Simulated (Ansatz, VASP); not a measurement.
## NiO2 in VASP and in Ansatz

INCAR

```
  PREC = Accurate
  ENCUT = 520
  EDIFF = 1E-7
  ISMEAR = 0
  SIGMA = 0.05
  LREAL = F
  LASPH = T
  NELM = 80
  ALGO = Normal
  ISIF = 2
  LWAVE = F
  LCHARG = F
  GGA = PS
  NBANDS = 18
```

File KPOINTS:

```
Automatic mesh
0
Gamma
  12 12 6
```

File POSCAR:

```
NiO2
1.0
    2.7134934025      0.0000000000      0.0000000000
   -1.3567467013      2.3499542196      0.0000000000
    0.0000000000      0.0000000000      5.2343287735
Ni O
1 2
Direct
    0.0000000000      0.0000000000      0.5000000000
    0.6666666667      0.3333333333      0.6499533987
    0.3333333333      0.6666666667      0.3500466013
```

Input for Ansatz:

```yaml
crystal:
  lattice:
    - [2.7134934025, 0.0, 0.0]
    - [-1.3567467013, 2.3499542196, 0.0]
    - [0.0, 0.0, 5.2343287735]
  atoms:
    - { symbol: Ni, position: [0.0, 0.0, 0.5] }
    - { symbol: O, position: [0.6666666667, 0.3333333333, 0.6499533987] }
    - { symbol: O, position: [0.3333333333, 0.6666666667, 0.3500466013] }
basis:
  ecutwfc: 520.0
kpoints:
  mp_grid: { grid: [12, 12, 6] }
hamiltonian:
  xc: pbesol
scf:
  occupations: { method: gaussian, width: 0.05 }
output:
  forces: true
  stress: true
  eigenvalues: true
  write_density: true
  write_potential: true
  elf: true
  volumetric_format: npy
```

Alike in both runs: task single point; functional PBEsol; k mesh 12 × 12 × 6; occupations gaussian, width 0.05 eV; no spin polarisation.

```csv
,VASP,Ansatz
version,VASP 6.6.1,Ansatz 0.2.0
potentials or method,"VASP PAW PBE potentials, release 64 (Ni, O), cutoff 520 eV","scalar-relativistic, plane waves, PAW"
valence electrons in the cell,22,30
```

VASP gave:

| Property | Result |
| --- | --- |
| gap on the k mesh at the Fermi level (eV) | 1.21 |
| least direct gap on the mesh (eV) | 1.77 |
| rms of the force components (eV/Å) | 2.106 |

Task: Estimate Ansatz's values.

Result: gap on the k mesh at the Fermi level (eV): 1.23; least direct gap on the mesh (eV): 1.82; rms of the force components (eV/Å): 2.078.

VASP's potentials were made for PBE, not for PBEsol. Atom by atom the forces differ by 0.029 eV/Å (rms over components). VASP's potentials hold 22 valence electrons a cell and Ansatz's 30, so a difference there can come from the potentials and not from the codes.
